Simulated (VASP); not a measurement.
# Na (P-3m1) in VASP: notebook, part 2 of 2

VASP 6.6.1. Earlier steps stand in the parts before.

## 3. Single point, PBEsol (atom 1 (Na) moved by (+0.000, -0.225) A along y and z)

INCAR reads:

```
ALGO     = Fast           # electronic algorithm
EDIFF    = 1E-6           # SCF threshold, eV
ENCUT    = 520            # plane-wave cutoff, eV
GGA      = PS             # functional
ISIF     = 2              # what is computed and relaxed
ISMEAR   = 0              # smearing method
LASPH    = T              # aspherical terms in the spheres
LCHARG   = T              # write CHGCAR
LELF     = T              # ELF
LREAL    = F              # projectors in reciprocal space
LVHAR    = T            
LWAVE    = F              # write WAVECAR
NBANDS   = 14             # bands
NELM     = 60             # most SCF steps
PREC     = Accurate       # precision mode
SIGMA    = 0.15           # smearing width, eV
```

KPOINTS reads:

```
k-points
0
Gamma
  12 12 8
```

POSCAR reads:

```
Na
1.0
    3.7670009976      0.0000000000      0.0000000000
   -1.8835004988      3.2623185600      0.0000000000
    0.0000000000      0.0000000000      6.1540000000
Na
2
Direct
    0.3333333333      0.6666666667      0.2134384140
    0.6666666667      0.3333333333      0.7500000000
```

Potentials or basis: VASP PAW PBE potentials, release 64 (Na_pv).

Launch:

```bash
cat potpaw_PBE.64/Na_pv/POTCAR > POTCAR
mpirun -np 1 vasp_std > vasp.out
```

OUTCAR:

```text
EDIFF = 1E-6
   ENCUT = 520
   GGA = PS
   ISIF = 2
   ISMEAR = 0
   LASPH = T
   LREAL = F
   NELM = 60
   PREC = Accurate

 ion  position               nearest neighbor table
   1  0.333  0.667  0.213-
   2  0.667  0.333  0.750-

  LATTYP: Found a hexagonal cell.
 ALAT       =     3.7670009976
 C/A-ratio  =     1.6336603054

  Lattice vectors:

 A1 = (   3.7670009976,   0.0000000000,   0.0000000000)
 A2 = (  -1.8835004988,   3.2623185600,   0.0000000000)
 A3 = (   0.0000000000,   0.0000000000,   6.1540000000)

Analysis of symmetry for initial positions (statically):
=====================================================================
 Subroutine PRICEL returns:
 Original cell was already a primitive cell.

 Routine SETGRP: Setting up the symmetry group for a
 hexagonal supercell.

 Subroutine GETGRP returns: Found 12 space group operations
 (whereof  6 operations were pure point group operations)
 out of a pool of 24 trial point group operations.

The static configuration has the point symmetry C_3v.
 The point group associated with its full space group is D_3d.

Analysis of symmetry for dynamics (positions and initial velocities):
=====================================================================
 Subroutine PRICEL returns:
 Original cell was already a primitive cell.

 Routine SETGRP: Setting up the symmetry group for a
 hexagonal supercell.

 Subroutine GETGRP returns: Found 12 space group operations
 (whereof  6 operations were pure point group operations)
 out of a pool of 24 trial point group operations.

The dynamic configuration has the point symmetry C_3v.
 The point group associated with its full space group is D_3d.

 Subroutine INISYM returns: Found 12 space group operations
 (whereof  6 operations are pure point group operations),
 and found     1 'primitive' translations

----------------------------------------------------------------------------------------

                                     Primitive cell

  volume of cell :      75.6275

  direct lattice vectors                    reciprocal lattice vectors
     3.767000998  0.000000000  0.000000000     0.265463163  0.153265229  0.000000000
    -1.883500499  3.262318560  0.000000000     0.000000000  0.306530457  0.000000000
     0.000000000  0.000000000  6.154000000     0.000000000  0.000000000  0.162495938

  length of vectors
     3.767000998  3.767000998  6.154000000     0.306530457  0.306530457  0.162495938

  position of ions in fractional coordinates (direct lattice)
     0.333333333  0.666666667  0.213438414
     0.666666667  0.333333333  0.750000000

  ion indices of the primitive-cell ions
   primitive index   ion index
                 1           1
                 2           2

----------------------------------------------------------------------------------------

 KPOINTS: k-points

Automatic generation of k-mesh.
 Grid dimensions read from file:
 generate k-points for:   12   12    8

 Generating k-lattice:

  Cartesian coordinates                     Fractional coordinates (reciprocal lattice)
     0.022121930  0.012772102  0.000000000     0.083333333 -0.000000000  0.000000000
     0.000000000  0.025544205  0.000000000     0.000000000  0.083333333  0.000000000
     0.000000000  0.000000000  0.020311992     0.000000000  0.000000000  0.125000000

  Length of vectors
     0.025544205  0.025544205  0.020311992

  Shift w.r.t. Gamma in fractional coordinates (k-lattice)
     0.000000000  0.000000000  0.000000000

 Subroutine IBZKPT returns following result:
 ===========================================

 Found    131 irreducible k-points:

 Following reciprocal coordinates:
            Coordinates               Weight
  0.000000  0.000000  0.000000      1.000000
  0.083333  0.000000  0.000000      6.000000
  0.166667  0.000000  0.000000      6.000000
  0.250000  0.000000  0.000000      6.000000
  0.333333  0.000000  0.000000      6.000000
  0.416667  0.000000  0.000000      6.000000
[... 16 lines left out ...]
  0.166667  0.000000  0.125000      6.000000
  0.000000  0.166667  0.125000      6.000000
 [... further k-points ...]
   k-points           NKPTS =    131   k-points in BZ     NKDIM =    131   number of bands    NBANDS=     14
   number of dos      NEDOS =    301   number of ions     NIONS =      2
   total plane-waves  NPLWV =  37632
   dimension x,y,z NGX =    28 NGY =   28 NGZ =   48
   dimension x,y,z NGXF=    56 NGYF=   56 NGZF=   96
   ions per type =               2
   NGX,Y,Z   is equivalent  to a cutoff of  12.36, 12.36, 12.97 a.u.
   NGXF,Y,Z  is equivalent  to a cutoff of  24.71, 24.71, 25.93 a.u.
 SYSTEM =  unknown system
   PREC   = accura    normal or accurate (medium, high low for compatibility)
   ISTART =      0    job   : 0-new  1-cont  2-samecut
   ICHARG =      2    charge: 1-file 2-atom 10-const
   ISPIN  =      1    spin polarized calculation?
   LNONCOLLINEAR =      F non collinear calculations
   LSORBIT =      F    spin-orbit coupling
   LASPH  =      T    aspherical Exc in radial PAW
   ENCUT  =  520.0 eV  38.22 Ry    6.18 a.u.   7.00  7.00 11.44*2*pi/ulx,y,z
   NELM   =     60;   NELMIN=  2; NELMDL= -5     # of ELM steps
   EDIFF  = 0.1E-05   stopping-criterion for ELM
   LREAL  =      F    real-space projection
[... 7 lines left out ...]
   TEBEG  =    0.0;   TEEND  =   0.0 temperature during run
   PSTRESS=    0.0 pullay stress
   NELECT =      14.0000    total number of electrons
   NUPDOWN=      -1.0000    fix difference up-down
   EMIN   =  10.00;   EMAX   =-10.00  energy-range for DOS
   EFERMI =   0.00;   METHOD = LEGACY
   ISMEAR =     0;   SIGMA  =   0.15  broadening in eV -4-tet -1-fermi 0-gaus
   EFERMI_NEDOS =   21; number of points for ismear=-14 and -15
   IALGO  =     68    algorithm
   IMIX   =      4    mixing-type and parameters
     AMIX     =   0.40;   BMIX     =  1.00
     AMIX_MAG =   1.60;   BMIX_MAG =  1.00
  volume/ion in A,a.u.               =      37.81       255.18
  Fermi-wavevector in a.u.,A,eV,Ry     =   0.933020  1.763152 11.844231  0.870526
  Thomas-Fermi vector in A             =   2.059678
   LORBIT       =      0    0 simple, 1 ext, 2 COOP (PROOUT), +10 PAW based schemes
   GGA     = PS    functional components
   LHFCALC =     F    Hartree Fock is set to
   AEXX    =    0.0000 exact exchange contribution
   IVDW    =     0    specifies the selected vdW correction
   LEPSILON=     F    determine dielectric tensor
   LRPA    =     F    only Hartree local field effects (RPA)
 non-spin polarized calculation
 RMM-DIIS sequential band-by-band and
 Gauss-broadening in eV      SIGMA  =   0.15
  energy-cutoff  :      520.00
  volume of cell :       75.63
 maximum number of plane-waves:      2059
   NGX = 13   NGY = 13   NGZ = 23

 number of electron      14.0000007 magnetization

 Free energy of the ion-electron system (eV)
  ---------------------------------------------------
  ext. energy  EPLUGINS =         0.00000000
  ---------------------------------------------------
  free energy    TOTEN  =        -2.78808968 eV

  energy without entropy =       -2.77831052  energy(sigma->0) =       -2.78320010

 E-fermi :   0.2430     XC(G=0):  -6.4436

 val. band max:        0.2156843921   @ k =   0.3333   0.0833   0.5000
 cond. band min:       0.2961150171   @ k =   0.4167   0.0833   0.2500
 fundamental gap:      0.0804306249
 Fermi energy:         0.2430383756

 k-point     1 :       0.0000    0.0000    0.0000
  band No.  band energies     occupation
      1     -24.5835      2.00000
      2     -24.5530      2.00000
      3     -24.5530      2.00000
      4     -24.5474      2.00000
      5     -24.5473      2.00000
      6     -24.5473      2.00000
      7      -2.9927      2.00000
      8       0.8074      0.00000
      9       1.1914      0.00000
     10      10.0998      0.00000
     11      10.0999      0.00000
     12      10.4444      0.00000
     13      10.4444      0.00000
     14      10.6295      0.00000
[... 375 lines left out ...]
 k-point    24 :       0.0000    0.1667    0.1250
  band No.  band energies     occupation
      1     -24.5800      2.00000
      2     -24.5595      2.00000
      3     -24.5549      2.00000
      4     -24.5542      2.00000
      5     -24.5485      2.00000
      6     -24.5485      2.00000
      7      -2.5252      2.00000
      8       0.4512      0.04975
      9       2.4069      0.00000
     10       6.6524      0.00000
     11       8.6586      0.00000
     12       8.7097      0.00000
     13       9.5686      0.00000
     14      10.8923      0.00000

 [... further k-points ...]

------------------------ aborting loop because EDIFF is reached ----------------------------------------

  FORCE on cell =-STRESS in cart. coord.  units (eV):
  Direction    XX          YY          ZZ          XY          YZ          ZX
  --------------------------------------------------------------------------------------
  -------------------------------------------------------------------------------------
  Total       -0.1420709     -0.1420709     -0.1586813      0.0000000      0.0000000      0.0000000
  in kB       -3.0097896     -3.0097896     -3.3616832      0.0000000      0.0000000      0.0000000
  external PRESSURE =      -3.1270875 kB  Pullay stress =       0.0000000 kB

 VOLUME and BASIS-vectors are now :
 -----------------------------------------------------------------------------
  energy-cutoff  :      520.00
  volume of cell :       75.63
      direct lattice vectors                 reciprocal lattice vectors
     3.767000998  0.000000000  0.000000000     0.265463163  0.153265229  0.000000000
    -1.883500499  3.262318560  0.000000000     0.000000000  0.306530457  0.000000000
     0.000000000  0.000000000  6.154000000     0.000000000  0.000000000  0.162495938

 POSITION                                       TOTAL-FORCE (eV/Angst)
 -----------------------------------------------------------------------------------
     -0.00000      2.17488      1.31350         0.000000     -0.000000      0.152255
      1.88350      1.08744      4.61550        -0.000000      0.000000     -0.152255
 -----------------------------------------------------------------------------------
    total drift:                               -0.000000      0.000000     -0.000003

  FREE ENERGIE OF THE ION-ELECTRON SYSTEM (eV)
  ---------------------------------------------------
  free  energy   TOTEN  =        -2.7880896795 eV

  energy  without entropy=       -2.7783105233  energy(sigma->0) =       -2.78320010
```

Wall time 2.7 min (1 thread of Intel Xeon 8259CL, shared host); peak memory 0.25 GiB.

Results:

```yaml
Free_energy: -2.7881 eV
Pressure: -0.3 GPa
Largest_force: 0.152 eV/Å
Band_gap_on_the_k_mesh: zero (bands 7 and 8 overlap by 4.11 eV)
```

Forces in eV/Å, atoms in the order of the input:
```
Na   0.000  0.000  0.152
Na   0.000  0.000 -0.152
```

Levels at points of the mesh, in eV from the Fermi level:
```tsv
k point	band 4	band 5	band 6	band 7	band 8	band 9	band 10	band 11
(0.00, 0.00, 0.00)	-24.79	-24.79	-24.79	-3.24	0.56	0.95	9.86	9.86
(0.50, 0.00, 0.00)	-24.80	-24.80	-24.79	0.24	0.36	3.84	3.85	4.30
(0.00, 0.00, 0.50)	-24.79	-24.79	-24.79	-2.35	-2.07	5.44	5.47	10.38
(0.50, 0.00, 0.50)	-24.80	-24.80	-24.80	0.96	1.06	1.54	1.59	7.44
```

Caveat: the cell differs from its parent crystal (atom 1 (Na) moved by (+0.000, -0.225) A along y and z); the PAW data sets were made with another functional, which shifts forces and pressure a little.

The gap in the log of VASP goes by the Fermi energy; the results here count the filled bands.